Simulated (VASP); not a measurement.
Wanted: the native input for a VASP 6.6.1 run.

| Item | Value |
| --- | --- |
| Task | single point |
| Functional | PBEsol |
| Potentials or basis | VASP PAW PBE potentials, release 64 (W_sv, C) |
| Cutoff | 600 eV |
| k mesh | 3 × 3 × 3, shifted |
| Occupations | fermi-dirac, width 0.01 eV |
| Spin | no spin polarisation |
| Dipole correction | no |
| Further INCAR settings | ALGO = Normal; EDIFF = 1e-06; NBANDS = 86; ISYM = 0 |

The structure of WC lies in POSCAR:

```
WC
1.0
    0.0000000000      4.3853600000      4.3853600000
    4.3853600000      0.0000000000      4.3853600000
    4.3853600000      4.3853600000      0.0000000000
W C
8 8
Direct
    0.0000000000      0.0000000000      0.0000000000
    0.0000000000      0.0000000000      0.5000000000
    0.0000000000      0.5000000000      0.0000000000
    0.0000000000      0.5000000000      0.5000000000
    0.5000000000      0.0000000000      0.0000000000
    0.5000000000      0.0000000000      0.5000000000
    0.5000000000      0.5000000000      0.0000000000
    0.5000000000      0.5000000000      0.5000000000
    0.2500000000      0.2500000000      0.2500000000
    0.2500000000      0.2500000000      0.7500000000
    0.2500000000      0.7500000000      0.2500000000
    0.2500000000      0.7500000000      0.7500000000
    0.7500000000      0.2500000000      0.2500000000
    0.7500000000      0.2500000000      0.7500000000
    0.7500000000      0.7500000000      0.2500000000
    0.7500000000      0.7500000000      0.7500000000
```

The input as run:

INCAR

```
SYSTEM = WC
  PREC = Accurate
  ENCUT = 600
  EDIFF = 1E-6
  ISMEAR = -1
  SIGMA = 0.01
  LREAL = .False.
  LASPH = .True.
  NELM = 120
  ALGO = Normal
  ISIF = 2
  LWAVE = .False.
  LCHARG = .False.
  GGA = PS
  NBANDS = 86
  ISYM = 0
  GGA_COMPAT = .False.
```

KPOINTS

```
Automatic mesh
0
Gamma
  3 3 3
  0.5 0.5 0.5
```

Potentials or basis: VASP PAW PBE potentials, release 64 (W_sv, C).

Run with:

```console
$ cat potpaw_PBE.64/W_sv/POTCAR potpaw_PBE.64/C/POTCAR > POTCAR
$ mpirun -np 1 vasp_std > vasp.out
```

It gave:

* Pressure: -9.2 GPa
* Band gap on the k mesh: zero (bands 72 and 73 overlap by 1.64 eV)

Caveat: the k points lie up to 0.41 Å⁻¹ apart, too coarse for converged energies and pressures of a metal; the PAW data sets were made with another functional, which shifts forces and pressure a little; spin-orbit coupling is left out, which moves the levels of the heavy elements.

It took 27 min on 1 thread of Intel(R) Xeon(R) Platinum 8375C CPU @ 2.90GHz (Ice Lake), on a shared host, peak memory 0.79 GiB.
